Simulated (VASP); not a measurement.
# ZnSbO2 (P6_3/mmc) in VASP: further runs, part 2 of 2

VASP 6.6.1. The steps go on from the part before.

### Step 3. Relaxation of cell and atoms, PBE

The COD entry that gives the cell may itself be a prediction, so a difference from it is no test against experiment.

This run uses another cell than the first one, of 17.05 Å³/atom, 1.215 times its volume.

The input, INCAR:

```
PREC     = Accurate       # precision mode
ENCUT    = 600            # plane-wave cutoff, eV
EDIFF    = 1E-7           # SCF threshold, eV
ISMEAR   = 0              # smearing method
SIGMA    = 0.1            # smearing width, eV
LREAL    = False          # projectors in reciprocal space
LASPH    = True           # aspherical terms in the spheres
NELM     = 60             # most SCF steps
ALGO     = Normal         # electronic algorithm
ISIF     = 3              # what is computed and relaxed
LWAVE    = False          # write WAVECAR
LCHARG   = False          # write CHGCAR
GGA      = PE             # functional
IBRION   = 2              # ionic algorithm
NSW      = 90             # ionic steps
EDIFFG   = -0.04          # ionic threshold
```

The input, KPOINTS:

```
regular mesh
0
Gamma
  6 6 2
```

The input, POSCAR:

```
ZnSbO2
1.0
    3.5713411500      0.0000000000      0.0000000000
   -1.7856705800      3.0928721600      0.0000000000
    0.0000000000      0.0000000000     12.3466391400
Zn Sb O
2 2 4
Direct
    0.0000000000      0.0000000000      0.0000000000
    0.0000000000      0.0000000000      0.5000000000
    0.3333333300      0.6666666700      0.2500000000
    0.6666666700      0.3333333300      0.7500000000
    0.3333333300      0.6666666700      0.0816000000
    0.6666666700      0.3333333300      0.5816000000
    0.3333333300      0.6666666700      0.4184000000
    0.6666666700      0.3333333300      0.9184000000
```

Potentials or basis: VASP PAW PBE potentials, release 64 (Zn, Sb, O).

Run with:

```console
> cat potpaw_PBE.64/Zn/POTCAR potpaw_PBE.64/Sb/POTCAR potpaw_PBE.64/O/POTCAR > POTCAR
> mpirun -np 1 vasp_std > vasp.out
```

OUTCAR:

```text
PREC = Accurate
   ENCUT = 600
   EDIFF = 1E-7
   ISMEAR = 0
   LREAL = False
   LASPH = True
   NELM = 60
   ISIF = 3
   GGA = PE
   IBRION = 2
   NSW = 90
   EDIFFG = -0.04

 ion  position               nearest neighbor table
   1  0.000  0.000  0.000-   5 2.29   8 2.29   8 2.29   5 2.29   8 2.29   5 2.29
   2  0.000  0.000  0.500-   6 2.29   7 2.29   6 2.29   7 2.29   6 2.29   7 2.29
   3  0.333  0.667  0.250-   5 2.08   7 2.08
   4  0.667  0.333  0.750-   6 2.08   8 2.08
   5  0.333  0.667  0.082-   3 2.08   1 2.29   1 2.29   1 2.29
   6  0.667  0.333  0.582-   4 2.08   2 2.29   2 2.29   2 2.29
   7  0.333  0.667  0.418-   3 2.08   2 2.29   2 2.29   2 2.29
   8  0.667  0.333  0.918-   4 2.08   1 2.29   1 2.29   1 2.29

  LATTYP: Found a hexagonal cell.
 ALAT       =     3.5713411500
 C/A-ratio  =     3.4571435832

  Lattice vectors:

 A1 = (   3.5713411500,   0.0000000000,   0.0000000000)
 A2 = (  -1.7856705800,   3.0928721600,   0.0000000000)
 A3 = (   0.0000000000,   0.0000000000,  12.3466391400)

Analysis of symmetry for initial positions (statically):
=====================================================================
 Subroutine PRICEL returns:
 Original cell was already a primitive cell.

 Routine SETGRP: Setting up the symmetry group for a
 hexagonal supercell.

 Subroutine GETGRP returns: Found 24 space group operations
 (whereof 12 operations were pure point group operations)
 out of a pool of 24 trial point group operations.

The static configuration has the point symmetry D_3d.
 The point group associated with its full space group is D_6h.

Analysis of symmetry for dynamics (positions and initial velocities):
=====================================================================
 Subroutine PRICEL returns:
 Original cell was already a primitive cell.

 Routine SETGRP: Setting up the symmetry group for a
 hexagonal supercell.

 Subroutine GETGRP returns: Found 24 space group operations
 (whereof 12 operations were pure point group operations)
 out of a pool of 24 trial point group operations.

The dynamic configuration has the point symmetry D_3d.
 The point group associated with its full space group is D_6h.

 Subroutine INISYM returns: Found 24 space group operations
[... 104 lines left out ...]
   ISIF   =      3    stress and relaxation
   ISYM   =      2    0-nonsym 1-usesym 2-fastsym
   POTIM  = 0.5000    time-step for ionic-motion
   TEBEG  =    0.0;   TEEND  =   0.0 temperature during run
   PSTRESS=    0.0 pullay stress
   NELECT =      58.0000    total number of electrons
   NUPDOWN=      -1.0000    fix difference up-down
   EMIN   =  10.00;   EMAX   =-10.00  energy-range for DOS
   EFERMI =   0.00;   METHOD = LEGACY
   ISMEAR =     0;   SIGMA  =   0.10  broadening in eV -4-tet -1-fermi 0-gaus
   EFERMI_NEDOS =   21; number of points for ismear=-14 and -15
   IALGO  =     38    algorithm
   IMIX   =      4    mixing-type and parameters
     AMIX     =   0.40;   BMIX     =  1.00
     AMIX_MAG =   1.60;   BMIX_MAG =  1.00
  volume/ion in A,a.u.               =      17.05       115.04
  Fermi-wavevector in a.u.,A,eV,Ry     =   1.231129  2.326496 20.622051  1.515678
  Thomas-Fermi vector in A             =   2.365950
   LORBIT       =      0    0 simple, 1 ext, 2 COOP (PROOUT), +10 PAW based schemes
   GGA     = PE    functional components
   LHFCALC =     F    Hartree Fock is set to
   AEXX    =    0.0000 exact exchange contribution
   IVDW    =     0    specifies the selected vdW correction
   LEPSILON=     F    determine dielectric tensor
   LRPA    =     F    only Hartree local field effects (RPA)
 conjugate gradient relaxation of ions
 non-spin polarized calculation
 Gauss-broadening in eV      SIGMA  =   0.10
  energy-cutoff  :      600.00
  volume of cell :      136.38
 maximum number of plane-waves:      4584
 NGX is ok and might be reduce to    30
   NGX = 15   NGY = 15   NGZ = 49

--------------------------------------- Ionic step        1  -------------------------------------------

 number of electron      58.0000017 magnetization

 Free energy of the ion-electron system (eV)
  ---------------------------------------------------
  ext. energy  EPLUGINS =         0.00000000
  ---------------------------------------------------
  free energy    TOTEN  =       -36.76314695 eV

  energy without entropy =      -36.74716584  energy(sigma->0) =      -36.75515640

 E-fermi :   3.2715     XC(G=0):  -9.8612

 val. band max:        3.1715824172   @ k =   0.5000   0.0000   0.0000
 cond. band min:       3.2954483174   @ k =   0.3333   0.0000   0.5000
 fundamental gap:      0.1238659002
 Fermi energy:         3.2715358734

 k-point     1 :       0.0000    0.0000    0.0000
  band No.  band energies     occupation
      1     -14.5754      2.00000
      2     -14.4702      2.00000
      3     -13.9719      2.00000
      4     -13.8254      2.00000
      5      -6.6168      2.00000
      6      -6.2589      2.00000
[... 758 lines left out ...]
--------------------------------------- Ionic step        7  -------------------------------------------

 number of electron      58.0000005 magnetization

 Free energy of the ion-electron system (eV)
  ---------------------------------------------------
  ext. energy  EPLUGINS =         0.00000000
  ---------------------------------------------------
  free energy    TOTEN  =       -38.26615293 eV

  energy without entropy =      -38.24283110  energy(sigma->0) =      -38.25449201

 E-fermi :   4.9653     XC(G=0): -10.8421

 val. band max:        4.9590399150   @ k =   0.5000   0.0000   0.0000
 cond. band min:       4.9693436814   @ k =   0.3333   0.1667   0.0000
 fundamental gap:      0.0103037664
 Fermi energy:         4.9653187509

 k-point     1 :       0.0000    0.0000    0.0000
  band No.  band energies     occupation
      1     -13.4999      2.00000
      2     -13.3556      2.00000
      3     -12.7721      2.00000
      4     -12.5522      2.00000
      5      -6.3416      2.00000
      6      -5.8684      2.00000
[... 542 lines left out ...]
  FREE ENERGIE OF THE ION-ELECTRON SYSTEM (eV)
  ---------------------------------------------------
  free  energy   TOTEN  =       -38.2661529309 eV

  energy  without entropy=      -38.2428310974  energy(sigma->0) =      -38.25449201

 reached required accuracy - stopping structural energy minimisation
```

OSZICAR:

```text
N       E                     dE             d eps       ncg     rms          rms(c)
DAV:   1     0.598490406136E+03    0.59849E+03   -0.28999E+04   952   0.205E+03
DAV:   2     0.466780376344E+02   -0.55181E+03   -0.53861E+03  1112   0.465E+02
DAV:   3    -0.413013810215E+02   -0.87979E+02   -0.86757E+02  1110   0.181E+02
DAV:   4    -0.452287602273E+02   -0.39274E+01   -0.38983E+01  1074   0.411E+01
[... 85 lines left out ...]
DAV:   4    -0.382661565327E+02    0.10001E-03   -0.26062E-04  1290   0.160E-01    0.323E-02
DAV:   5    -0.382661532232E+02    0.33095E-05   -0.89521E-05  1058   0.727E-02    0.109E-02
DAV:   6    -0.382661531150E+02    0.10812E-06   -0.46763E-06  1422   0.406E-02    0.634E-03
DAV:   7    -0.382661528964E+02    0.21865E-06   -0.21202E-06  1014   0.112E-02    0.157E-03
DAV:   8    -0.382661529309E+02   -0.34488E-07   -0.51265E-07   928   0.839E-03
   7 F= -.38266153E+02 E0= -.38254492E+02  d E =-.469908E-01
```

CONTCAR:

```text
ZnSbO2
   1.00000000000000
     3.2053762571223103    0.0000000005762540    0.0000000000000000
    -1.6026881325497413    2.7759372660338615   -0.0000000000000000
     0.0000000000000000    0.0000000000000000   12.5875588249325467
  Zn              Sb              O
     2     2     4
Direct
     0.0000000000000000    0.0000000000000000    0.0000000000000000
     0.0000000000000000    0.0000000000000000    0.5000000000000000
     0.3333333300000021    0.6666666699999979    0.2500000000000000
     0.6666666699999979    0.3333333300000021    0.7500000000000000
     0.3333333300000021    0.6666666699999979    0.0856023231228891
     0.6666666699999979    0.3333333300000021    0.5856023231228891
     0.3333333300000021    0.6666666699999979    0.4143976768771109
     0.6666666699999979    0.3333333300000021    0.9143976768771109

  0.00000000E+00  0.00000000E+00  0.00000000E+00
  0.00000000E+00  0.00000000E+00  0.00000000E+00
  0.00000000E+00  0.00000000E+00  0.00000000E+00
  0.00000000E+00  0.00000000E+00  0.00000000E+00
  0.00000000E+00  0.00000000E+00  0.00000000E+00
  0.00000000E+00  0.00000000E+00  0.00000000E+00
  0.00000000E+00  0.00000000E+00  0.00000000E+00
  0.00000000E+00  0.00000000E+00  0.00000000E+00
```

Run time: 11 min. Hardware: 1 thread of Oxide Virtual Turin-like, shared host; peak memory 0.3 GiB.

Results:

```yaml
Free_energy: -38.2662 eV
Relaxed_volume: 14.00 Å³/atom
Relaxed_cell: a = 3.205 Å, b = 3.205 Å, c = 12.588 Å, α = 90.00°, β = 90.00°, γ = 120.00°
Space_group_after_relaxing_to_0.05_Å: P6_3/mmc (No. 194)
Energy_gained_by_relaxing: 187.9 meV/atom
Ionic_steps: 7
Pressure_after_relaxing: 0.0 GPa
Band_gap_on_the_k_mesh: zero (band 29 reaches 7.84 eV, above the bottom of band 30 at 3.91 eV)
```

Stress tensor (GPa, compression positive):
```
-0.01  0.00  0.00
 0.00 -0.01  0.00
 0.00  0.00 -0.09
```

The path:
| step | energy change (eV) | largest force (eV/Å) | pressure (GPa) | volume (Å³) |
| --- | --- | --- | --- | --- |
| 1 | 0.0000 | 0.2276 | -10.85 | 136.38 |
| 2 | -1.3244 | 0.3492 | -0.58 | 114.66 |
| 3 | -1.3501 | 0.4796 | 1.68 | 112.08 |
| 4 | -1.4556 | 0.6332 | -0.88 | 112.87 |
| 5 | -1.4560 | 0.6394 | -1.03 | 112.91 |
| 6 | -1.5015 | 0.1182 | 0.19 | 111.84 |
| 7 | -1.5030 | 0.0001 | -0.04 | 112.00 |

Final structure:
```
CELL_PARAMETERS angstrom
3.20538 0.00000 0.00000
-1.60269 2.77594 0.00000
0.00000 0.00000 12.58756
ATOMIC_POSITIONS crystal
Zn 0.00000 0.00000 0.00000
Zn 0.00000 0.00000 0.50000
Sb 0.33333 0.66667 0.25000
Sb 0.66667 0.33333 0.75000
O 0.33333 0.66667 0.08560
O 0.66667 0.33333 0.58560
O 0.33333 0.66667 0.41440
O 0.66667 0.33333 0.91440
```

Caveat: the volume moved by over 15 % at a fixed basis, so the end points are rough; spin-orbit coupling is left out, which moves the levels of the heavy elements.
